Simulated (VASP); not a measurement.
# CH3 in VASP: single point with PBE

Aim: the single point of CH3 with PBE.

All numbers are computed with VASP 6.6.1; they aren't measurements. Logs are shortened: lines on timing, memory, paths and dates and some standing lists are left out, and cuts for length are marked.

### 1 The cell of the first run

The cell holds a cluster in a box, 4 atoms: a = 9.636 Å, b = 9.889 Å, c = 8.000 Å, α = 90.00°, β = 90.00°, γ = 90.00°.

### 2 Single point, PBE, collinear spin

INCAR

```
SYSTEM = H3C
PREC     = Accurate       ! precision mode
ENCUT    = 520            ! plane-wave cutoff, eV
EDIFF    = 1E-6           ! SCF threshold, eV
ISMEAR   = 0              ! smearing method
SIGMA    = 0.01           ! smearing width, eV
LREAL    = .FALSE.        ! projectors in reciprocal space
LASPH    = .TRUE.         ! aspherical terms in the spheres
NELM     = 200            ! most SCF steps
ALGO     = Normal         ! electronic algorithm
ISIF     = 2              ! what is computed and relaxed
LWAVE    = .FALSE.        ! write WAVECAR
LCHARG   = .FALSE.        ! write CHGCAR
ISPIN    = 2              ! spin polarisation
MAGMOM   = 0.25 0.25 0.25 0.25 ! initial moments
LORBIT   = 11             ! projections on sites
NUPDOWN  = 1.0            ! fixed moment
GGA      = PE             ! functional
ISYM     = 0            
NBANDS   = 16             ! bands
GGA_COMPAT= .FALSE.
```

KPOINTS

```
Automatic mesh
0
G
  1 1 1
  0 0 0
```

POSCAR

```
H3C
1.0
    9.6360000000      0.0000000000      0.0000000000
    0.0000000000      9.8890000000      0.0000000000
    0.0000000000      0.0000000000      8.0000000000
C H
1 3
Direct
    0.5000000000      0.5000000000      0.5000000000
    0.6131531432      0.5000000000      0.5000000000
    0.4434234284      0.5954864327      0.5000000000
    0.4434234284      0.4045135673      0.5000000000
```

Potentials or basis: VASP PAW PBE potentials, release 64 (C, H).

The run is started by

```sh
$ cat potpaw_PBE.64/C/POTCAR potpaw_PBE.64/H/POTCAR > POTCAR
$ mpirun -np 1 vasp_gam > vasp.out
```

OUTCAR:

```text
SYSTEM = H3C
   PREC = Accurate
   ENCUT = 520
   EDIFF = 1E-6
   ISMEAR = 0
   LREAL = .FALSE.
   LASPH = .TRUE.
   NELM = 200
   ISIF = 2
   ISPIN = 2
   LORBIT = 11
   NUPDOWN = 1.0
   GGA = PE
   ISYM = 0

 ion  position               nearest neighbor table
   1  0.500  0.500  0.500-   2 1.09   3 1.09   4 1.09
   2  0.613  0.500  0.500-   1 1.09
   3  0.443  0.595  0.500-   1 1.09
   4  0.443  0.405  0.500-   1 1.09

IMPORTANT INFORMATION: All symmetrisations will be switched off!
NOSYMM: (Re-)initialisation of all symmetry stuff for point group C_1.

----------------------------------------------------------------------------------------

                                     Primitive cell

  volume of cell :     762.3232

  direct lattice vectors                    reciprocal lattice vectors
     9.636000000  0.000000000  0.000000000     0.103777501  0.000000000  0.000000000
     0.000000000  9.889000000  0.000000000     0.000000000  0.101122459  0.000000000
     0.000000000  0.000000000  8.000000000     0.000000000  0.000000000  0.125000000

  length of vectors
     9.636000000  9.889000000  8.000000000     0.103777501  0.101122459  0.125000000

  position of ions in fractional coordinates (direct lattice)
     0.500000000  0.500000000  0.500000000
     0.613153143  0.500000000  0.500000000
     0.443423428  0.595486433  0.500000000
     0.443423428  0.404513567  0.500000000

  ion indices of the primitive-cell ions
   primitive index   ion index
                 1           1
                 2           2
                 3           3
                 4           4

----------------------------------------------------------------------------------------

 KPOINTS: Automatic mesh

Automatic generation of k-mesh.
 Grid dimensions read from file:
 generate k-points for:    1    1    1

 Generating k-lattice:

  Cartesian coordinates                     Fractional coordinates (reciprocal lattice)
     0.103777501  0.000000000  0.000000000     1.000000000  0.000000000  0.000000000
     0.000000000  0.101122459  0.000000000     0.000000000  1.000000000  0.000000000
     0.000000000  0.000000000  0.125000000     0.000000000  0.000000000  1.000000000

  Length of vectors
     0.103777501  0.101122459  0.125000000

  Shift w.r.t. Gamma in fractional coordinates (k-lattice)
     0.000000000  0.000000000  0.000000000

 Subroutine IBZKPT returns following result:
 ===========================================

 Found      1 irreducible k-points:

 Following reciprocal coordinates:
            Coordinates               Weight
  0.000000  0.000000  0.000000      1.000000
   k-points           NKPTS =      1   k-points in BZ     NKDIM =      1   number of bands    NBANDS=     16
   number of dos      NEDOS =    301   number of ions     NIONS =      4
   total plane-waves  NPLWV = 345600
   dimension x,y,z NGX =    72 NGY =   80 NGZ =   60
   dimension x,y,z NGXF=   144 NGYF=  160 NGZF=  120
   ions per type =               1   3
   NGX,Y,Z   is equivalent  to a cutoff of  12.42, 13.45, 12.47 a.u.
   NGXF,Y,Z  is equivalent  to a cutoff of  24.84, 26.90, 24.94 a.u.
 SYSTEM =  H3C
   PREC   = accura    normal or accurate (medium, high low for compatibility)
   ISTART =      0    job   : 0-new  1-cont  2-samecut
   ICHARG =      2    charge: 1-file 2-atom 10-const
   ISPIN  =      2    spin polarized calculation?
   LNONCOLLINEAR =      F non collinear calculations
   LSORBIT =      F    spin-orbit coupling
   LASPH  =      T    aspherical Exc in radial PAW
   ENCUT  =  520.0 eV  38.22 Ry    6.18 a.u.  17.92 18.39 14.87*2*pi/ulx,y,z
   NELM   =    200;   NELMIN=  2; NELMDL= -5     # of ELM steps
   EDIFF  = 0.1E-05   stopping-criterion for ELM
   LREAL  =      F    real-space projection
   EDIFFG = 0.1E-04   stopping-criterion for IOM
   NSW    =      0    number of steps for IOM
   IBRION =     -1    ionic relax: 0-MD 1-quasi-New 2-CG
   NFREE  =      0    steps in history (QN), initial steepest desc. (CG)
   ISIF   =      2    stress and relaxation
   ISYM   =      0    0-nonsym 1-usesym 2-fastsym
   POTIM  = 0.5000    time-step for ionic-motion
   TEBEG  =    0.0;   TEEND  =   0.0 temperature during run
   PSTRESS=    0.0 pullay stress
   NELECT =       7.0000    total number of electrons
   NUPDOWN=       1.0000    fix difference up-down
   EMIN   =  10.00;   EMAX   =-10.00  energy-range for DOS
   EFERMI =   0.00;   METHOD = LEGACY
   ISMEAR =     0;   SIGMA  =   0.01  broadening in eV -4-tet -1-fermi 0-gaus
   EFERMI_NEDOS =   21; number of points for ismear=-14 and -15
   IALGO  =     38    algorithm
   IMIX   =      4    mixing-type and parameters
     AMIX     =   0.40;   BMIX     =  1.00
     AMIX_MAG =   1.60;   BMIX_MAG =  1.00
  volume/ion in A,a.u.               =     190.58      1286.10
  Fermi-wavevector in a.u.,A,eV,Ry     =   0.342816  0.647828  1.598995  0.117523
  Thomas-Fermi vector in A             =   1.248488
   LORBIT       =     11    0 simple, 1 ext, 2 COOP (PROOUT), +10 PAW based schemes
   GGA     = PE    functional components
   LHFCALC =     F    Hartree Fock is set to
   AEXX    =    0.0000 exact exchange contribution
   IVDW    =     0    specifies the selected vdW correction
   LEPSILON=     F    determine dielectric tensor
   LRPA    =     F    only Hartree local field effects (RPA)
 spin polarized calculation
 Gauss-broadening in eV      SIGMA  =   0.01
  energy-cutoff  :      520.00
  volume of cell :      762.32
 maximum number of plane-waves:     10260
 NGX is ok and might be reduce to    70
   NGX = 35   NGY = 37   NGZ = 29

 number of electron       6.9999998 magnetization       1.0000000

 Free energy of the ion-electron system (eV)
  ---------------------------------------------------
  ext. energy  EPLUGINS =         0.00000000
  ---------------------------------------------------
  free energy    TOTEN  =       -18.16289518 eV

  energy without entropy =      -18.16289518  energy(sigma->0) =      -18.16289518

 E-fermi :  -9.6885     XC(G=0):  -0.8385

 val. band max:       -5.2523030642   @ k =   0.0000   0.0000   0.0000
 cond. band min:      -2.7177152119   @ k =   0.0000   0.0000   0.0000
 fundamental gap:      2.5345878524
 Fermi energy:        -5.1634182607

 spin component 1

 k-point     1 :       0.0000    0.0000    0.0000
  band No.  band energies     occupation
      1     -16.6669      1.00000
      2     -10.0229      1.00000
      3     -10.0226      1.00000
      4      -5.2523      1.00000
      5      -0.6388      0.00000
      6       0.9317      0.00000
      7       0.9784      0.00000
      8       1.1072      0.00000
      9       1.2128      0.00000
     10       1.5129      0.00000
     11       1.8268      0.00000
     12       2.0283      0.00000
     13       2.7252      0.00000
     14       2.7382      0.00000
     15       2.8577      0.00000
 Fermi energy:        -9.6884974556

 spin component 2

 k-point     1 :       0.0000    0.0000    0.0000
  band No.  band energies     occupation
      1     -15.7292      1.00000
      2      -9.7603      1.00000
      3      -9.7600      1.00000
      4      -2.7177      0.00000
      5      -0.4113      0.00000
      6       1.0946      0.00000
      7       1.1175      0.00000
      8       1.2413      0.00000
      9       1.3972      0.00000
     10       1.8566      0.00000
     11       2.1423      0.00000
     12       2.2403      0.00000
     13       2.8223      0.00000
     14       2.8451      0.00000
     15       3.1382      0.00000
 [bands above 15 left out]

------------------------ aborting loop because EDIFF is reached ----------------------------------------

  FORCE on cell =-STRESS in cart. coord.  units (eV):
  Direction    XX          YY          ZZ          XY          YZ          ZX
  --------------------------------------------------------------------------------------
  -------------------------------------------------------------------------------------
  Total       -0.2752641     -0.2747500     -0.0214472      0.0000006     -0.0000000      0.0000001
  in kB       -0.5785235     -0.5774429     -0.0450757      0.0000012     -0.0000001      0.0000001
  external PRESSURE =      -0.4003474 kB  Pullay stress =       0.0000000 kB

 VOLUME and BASIS-vectors are now :
 -----------------------------------------------------------------------------
  energy-cutoff  :      520.00
  volume of cell :      762.32
      direct lattice vectors                 reciprocal lattice vectors
     9.636000000  0.000000000  0.000000000     0.103777501  0.000000000  0.000000000
     0.000000000  9.889000000  0.000000000     0.000000000  0.101122459  0.000000000
     0.000000000  0.000000000  8.000000000     0.000000000  0.000000000  0.125000000

 POSITION                                       TOTAL-FORCE (eV/Angst)
 -----------------------------------------------------------------------------------
      4.81800      4.94450      4.00000         0.000113      0.000000     -0.000002
      5.90834      4.94450      4.00000        -0.136110     -0.000000      0.000001
      4.27283      5.88877      4.00000         0.067999     -0.118063      0.000000
      4.27283      4.00023      4.00000         0.067999      0.118063      0.000001
 -----------------------------------------------------------------------------------
    total drift:                                0.000009      0.000001     -0.000003

  FREE ENERGIE OF THE ION-ELECTRON SYSTEM (eV)
  ---------------------------------------------------
  free  energy   TOTEN  =       -18.1628951791 eV

  energy  without entropy=      -18.1628951791  energy(sigma->0) =      -18.16289518

 total charge

# of ion       s       p       d       tot
------------------------------------------
    1        0.850   1.656   0.000   2.505
    2        0.636   0.047   0.000   0.683
    3        0.636   0.047   0.000   0.684
    4        0.636   0.047   0.000   0.684
--------------------------------------------------
tot          2.758   1.798   0.000   4.556

 magnetization (x)

# of ion       s       p       d       tot
------------------------------------------
    1        0.029   0.448   0.000   0.478
    2       -0.016   0.008   0.000  -0.008
    3       -0.016   0.008   0.000  -0.008
    4       -0.016   0.008   0.000  -0.008
--------------------------------------------------
tot         -0.017   0.472   0.000   0.455
```

Run time: 3.3 min. Hardware: 1 thread of Intel Xeon 8259CL, shared host; peak memory 0.91 GiB.

Results:

```yaml
Free_energy: -18.1629 eV
Largest_force: 0.136 eV/Å
Net_moment: 1.00 μB per cell
Site_moments: C +0.48; H -0.01 μB
Valence_electrons_inside_the_program's_atomic_spheres: C 2.50; H 0.68
```

Forces in eV/Å, atoms in the order of the input:
```
C    0.000  0.000  0.000
H   -0.136  0.000  0.000
H    0.068 -0.118  0.000
H    0.068  0.118  0.000
```

Caveat: the total moment is fixed, so each spin has its own Fermi level and the state may be an excited one.
